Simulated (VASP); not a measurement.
# Os (Fm-3m) in VASP: single point with LDA

Aim: the single point of Os with LDA.

Program: VASP 6.6.1. These are calculated values, not measurements. Logs are shortened: lines on timing, memory, paths and dates and some standing lists are left out, and cuts for length are marked.

### 1 The cell of the first run

Symmetry: Fm-3m, No. 225, cubic system. The conventional cell has a = 3.890 Å, b = 3.890 Å, c = 3.890 Å, α = 90.00°, β = 90.00°, γ = 90.00°. Os (site symmetry m-3m) has 12 Os at 2.75 Å within 3.6 Å.

### 2 Single point, LDA

The input, INCAR:

```
PREC = Accurate
ENCUT = 520
EDIFF = 1E-6
ISMEAR = -1
SIGMA = 0.1
LREAL = F
LASPH = T
NELM = 60
ALGO = Normal
ISIF = 2
LWAVE = F
LCHARG = T
GGA = CA
LELF = T
LVHAR = T
NBANDS = 10
```

The input, KPOINTS:

```
regular mesh
0
Gamma
  11 11 11
```

The input, POSCAR:

```
Os
1.0
    0.0000000000      1.9450000000      1.9450000000
    1.9450000000      0.0000000000      1.9450000000
    1.9450000000      1.9450000000      0.0000000000
Os
1
Direct
    0.0000000000      0.0000000000      0.0000000000
```

Potentials or basis: VASP PAW LDA potentials, release 64 (Os).

Started as:

```console
cat potpaw_LDA.64/Os/POTCAR > POTCAR
mpirun -np 1 vasp_std > vasp.out
```

OUTCAR:

```text
PREC = Accurate
   ENCUT = 520
   EDIFF = 1E-6
   ISMEAR = -1
   LREAL = F
   LASPH = T
   NELM = 60
   ISIF = 2
   GGA = CA

 ion  position               nearest neighbor table
   1  0.000  0.000  0.000-

  LATTYP: Found a face centered cubic cell.
 ALAT       =     3.8900000000

  Lattice vectors:

 A1 = (   0.0000000000,   1.9450000000,   1.9450000000)
 A2 = (   1.9450000000,   0.0000000000,   1.9450000000)
 A3 = (   1.9450000000,   1.9450000000,   0.0000000000)

Analysis of symmetry for initial positions (statically):
=====================================================================
 Subroutine PRICEL returns:
 Original cell was already a primitive cell.

 Routine SETGRP: Setting up the symmetry group for a
 face centered cubic supercell.

 Subroutine GETGRP returns: Found 48 space group operations
 (whereof 48 operations were pure point group operations)
 out of a pool of 48 trial point group operations.

The static configuration has the point symmetry O_h .

Analysis of symmetry for dynamics (positions and initial velocities):
=====================================================================
 Subroutine PRICEL returns:
 Original cell was already a primitive cell.

 Routine SETGRP: Setting up the symmetry group for a
 face centered cubic supercell.

 Subroutine GETGRP returns: Found 48 space group operations
 (whereof 48 operations were pure point group operations)
 out of a pool of 48 trial point group operations.

The dynamic configuration has the point symmetry O_h .

 Subroutine INISYM returns: Found 48 space group operations
 (whereof 48 operations are pure point group operations),
 and found     1 'primitive' translations

----------------------------------------------------------------------------------------

                                     Primitive cell

  volume of cell :      14.7160

  direct lattice vectors                    reciprocal lattice vectors
     0.000000000  1.945000000  1.945000000    -0.257069409  0.257069409  0.257069409
     1.945000000  0.000000000  1.945000000     0.257069409 -0.257069409  0.257069409
     1.945000000  1.945000000  0.000000000     0.257069409  0.257069409 -0.257069409

  length of vectors
     2.750645379  2.750645379  2.750645379     0.445257277  0.445257277  0.445257277

  position of ions in fractional coordinates (direct lattice)
     0.000000000  0.000000000  0.000000000

  ion indices of the primitive-cell ions
   primitive index   ion index
                 1           1

----------------------------------------------------------------------------------------

 KPOINTS: regular mesh

Automatic generation of k-mesh.
 Grid dimensions read from file:
 generate k-points for:   11   11   11

 Generating k-lattice:

  Cartesian coordinates                     Fractional coordinates (reciprocal lattice)
    -0.023369946  0.023369946  0.023369946     0.090909091  0.000000000  0.000000000
     0.023369946 -0.023369946  0.023369946     0.000000000  0.090909091  0.000000000
     0.023369946  0.023369946 -0.023369946     0.000000000  0.000000000  0.090909091

  Length of vectors
     0.040477934  0.040477934  0.040477934

  Shift w.r.t. Gamma in fractional coordinates (k-lattice)
     0.000000000  0.000000000  0.000000000

 Subroutine IBZKPT returns following result:
 ===========================================

 Found     56 irreducible k-points:

 Following reciprocal coordinates:
            Coordinates               Weight
  0.000000  0.000000  0.000000      1.000000
  0.090909  0.000000  0.000000      8.000000
  0.181818  0.000000  0.000000      8.000000
  0.272727  0.000000  0.000000      8.000000
  0.363636  0.000000  0.000000      8.000000
  0.454545  0.000000  0.000000      8.000000
[... 16 lines left out ...]
 -0.272727  0.181818  0.000000     24.000000
 -0.181818  0.181818  0.000000     12.000000
 [... further k-points ...]
   k-points           NKPTS =     56   k-points in BZ     NKDIM =     56   number of bands    NBANDS=     10
   number of dos      NEDOS =    301   number of ions     NIONS =      1
   total plane-waves  NPLWV =   8000
   dimension x,y,z NGX =    20 NGY =   20 NGZ =   20
   dimension x,y,z NGXF=    40 NGYF=   40 NGZF=   40
   ions per type =               1
   NGX,Y,Z   is equivalent  to a cutoff of  12.09, 12.09, 12.09 a.u.
   NGXF,Y,Z  is equivalent  to a cutoff of  24.18, 24.18, 24.18 a.u.
 SYSTEM =  unknown system
   PREC   = accura    normal or accurate (medium, high low for compatibility)
   ISTART =      0    job   : 0-new  1-cont  2-samecut
   ICHARG =      2    charge: 1-file 2-atom 10-const
   ISPIN  =      1    spin polarized calculation?
   LNONCOLLINEAR =      F non collinear calculations
   LSORBIT =      F    spin-orbit coupling
   LASPH  =      T    aspherical Exc in radial PAW
   ENCUT  =  520.0 eV  38.22 Ry    6.18 a.u.   5.11  5.11  5.11*2*pi/ulx,y,z
   NELM   =     60;   NELMIN=  2; NELMDL= -5     # of ELM steps
   EDIFF  = 0.1E-05   stopping-criterion for ELM
   LREAL  =      F    real-space projection
[... 7 lines left out ...]
   TEBEG  =    0.0;   TEEND  =   0.0 temperature during run
   PSTRESS=    0.0 pullay stress
   NELECT =       8.0000    total number of electrons
   NUPDOWN=      -1.0000    fix difference up-down
   EMIN   =  10.00;   EMAX   =-10.00  energy-range for DOS
   EFERMI =   0.00;   METHOD = LEGACY
   ISMEAR =    -1;   SIGMA  =   0.10  broadening in eV -4-tet -1-fermi 0-gaus
   EFERMI_NEDOS =   21; number of points for ismear=-14 and -15
   IALGO  =     38    algorithm
   IMIX   =      4    mixing-type and parameters
     AMIX     =   0.40;   BMIX     =  1.00
     AMIX_MAG =   1.60;   BMIX_MAG =  1.00
  volume/ion in A,a.u.               =      14.72        99.31
  Fermi-wavevector in a.u.,A,eV,Ry     =   1.336109  2.524880 24.288947  1.785187
  Thomas-Fermi vector in A             =   2.464761
   LORBIT       =      0    0 simple, 1 ext, 2 COOP (PROOUT), +10 PAW based schemes
   GGA     = CA    functional components
   LHFCALC =     F    Hartree Fock is set to
   AEXX    =    0.0000 exact exchange contribution
   IVDW    =     0    specifies the selected vdW correction
   LEPSILON=     F    determine dielectric tensor
   LRPA    =     F    only Hartree local field effects (RPA)
 non-spin polarized calculation
  energy-cutoff  :      520.00
  volume of cell :       14.72
 maximum number of plane-waves:       411
   NGX = 11   NGY = 11   NGZ = 11

 number of electron       8.0000001 magnetization

 Free energy of the ion-electron system (eV)
  ---------------------------------------------------
  ext. energy  EPLUGINS =         0.00000000
  ---------------------------------------------------
  free energy    TOTEN  =       -12.44690703 eV

  energy without entropy =      -12.41350193  energy(sigma->0) =      -12.43020448

 E-fermi :   8.4142     XC(G=0): -13.8959

 val. band max:        8.3661524161   @ k =   0.1818   0.0000   0.0000
 cond. band min:       8.4232369728   @ k =   0.0909   0.0000   0.0000
 fundamental gap:      0.0570845566
 Fermi energy:         8.4142027276

 k-point     1 :       0.0000    0.0000    0.0000
  band No.  band energies     occupation
      1      -1.7904      2.00000
      2       5.7086      2.00000
      3       5.7086      2.00000
      4       5.7086      2.00000
      5       8.5270      0.48897
      6       8.5270      0.48897
      7      22.8797      0.00000
      8      28.3363      0.00000
      9      28.3363      0.00000
     10      28.3363      0.00000

 k-point     2 :       0.0909    0.0000    0.0000
  band No.  band energies     occupation
      1      -1.4278      2.00000
      2       5.5063      2.00000
      3       5.8662      2.00000
      4       5.8662      2.00000
      5       8.4232      0.95486
      6       8.4232      0.95486
      7      23.5305      0.00000
      8      26.7454      0.00000
      9      28.9677      0.00000
     10      28.9677      0.00000

 k-point     3 :       0.1818    0.0000    0.0000
  band No.  band energies     occupation
      1      -0.4542      2.00000
      2       5.1297      2.00000
      3       6.1492      2.00000
      4       6.1492      2.00000
      5       8.3662      1.23573
      6       8.3662      1.23573
      7      24.1724      0.00000
      8      25.2473      0.00000
      9      30.7175      0.00000
     10      30.7175      0.00000

 k-point     4 :       0.2727    0.0000    0.0000
  band No.  band energies     occupation
      1       0.6724      2.00000
      2       5.2108      2.00000
      3       6.1062      2.00000
      4       6.1062      2.00000
      5       8.8983      0.01568
      6       8.8983      0.01568
      7      21.9863      0.00000
      8      25.5238      0.00000
      9      32.7793      0.00000
     10      32.7811      0.00000
[... 222 lines left out ...]
 k-point    22 :      -0.3636    0.1818    0.0000
  band No.  band energies     occupation
      1       2.4690      2.00000
      2       4.7567      2.00000
      3       5.9366      2.00000
      4       6.5845      2.00000
      5       9.6249      0.00001
      6      13.0618      0.00000
      7      18.0786      0.00000
      8      24.3612      0.00000
      9      25.9508      0.00000
     10      29.6130      0.00000

 k-point    23 :      -0.2727    0.1818    0.0000
  band No.  band energies     occupation
      1       2.3532      2.00000
      2       4.7709      2.00000
      3       5.2615      2.00000
      4       6.7866      2.00000
      5       8.3414      1.34879
      6      11.8720      0.00000
      7      20.9338      0.00000
      8      25.2226      0.00000
      9      26.3920      0.00000
     10      31.2440      0.00000

 k-point    24 :      -0.1818    0.1818    0.0000
  band No.  band energies     occupation
      1       1.4022      2.00000
      2       4.4702      2.00000
      3       5.8306      2.00000
      4       7.1983      1.99999
      5       7.2142      1.99999
      6      10.4495      0.00000
      7      23.0957      0.00000
      8      26.5824      0.00000
      9      28.1840      0.00000
     10      28.8657      0.00000

 [... further k-points ...]
[... 5 lines left out ...]
  --------------------------------------------------------------------------------------
  -------------------------------------------------------------------------------------
  Total       -2.2744092     -2.2744092     -2.2744092      0.0000000      0.0000000      0.0000000
  in kB     -247.6226506   -247.6226506   -247.6226506      0.0000000      0.0000000      0.0000000
  external PRESSURE =    -247.6226506 kB  Pullay stress =       0.0000000 kB

 VOLUME and BASIS-vectors are now :
 -----------------------------------------------------------------------------
  energy-cutoff  :      520.00
  volume of cell :       14.72
      direct lattice vectors                 reciprocal lattice vectors
     0.000000000  1.945000000  1.945000000    -0.257069409  0.257069409  0.257069409
     1.945000000  0.000000000  1.945000000     0.257069409 -0.257069409  0.257069409
     1.945000000  1.945000000  0.000000000     0.257069409  0.257069409 -0.257069409

 POSITION                                       TOTAL-FORCE (eV/Angst)
 -----------------------------------------------------------------------------------
      0.00000      0.00000      0.00000         0.000000      0.000000      0.000000
 -----------------------------------------------------------------------------------
    total drift:                                0.000000     -0.000000     -0.000000

  FREE ENERGIE OF THE ION-ELECTRON SYSTEM (eV)
  ---------------------------------------------------
  free  energy   TOTEN  =       -12.4469070330 eV

  energy  without entropy=      -12.4135019307  energy(sigma->0) =      -12.43020448
```

It took 5.3 s on 1 thread of Intel Xeon 6975P-C, shared host; peak memory 0.12 GiB.

Results:

| Item | Value |
| --- | --- |
| Free energy | -12.4469 eV |
| Pressure | -24.8 GPa |
| Band gap on the k mesh | zero (band 4 reaches 10.66 eV, above the bottom of band 5 at 7.03 eV) |

Levels at points of the mesh, in eV from the Fermi level:
| k point | band 1 | band 2 | band 3 | band 4 | band 5 | band 6 | band 7 | band 8 |
| --- | --- | --- | --- | --- | --- | --- | --- | --- |
| (0.00, 0.00, 0.00) | -10.20 | -2.71 | -2.71 | -2.71 | 0.11 | 0.11 | 14.47 | 19.92 |

Caveat: spin-orbit coupling is left out, which moves the levels of the heavy elements.
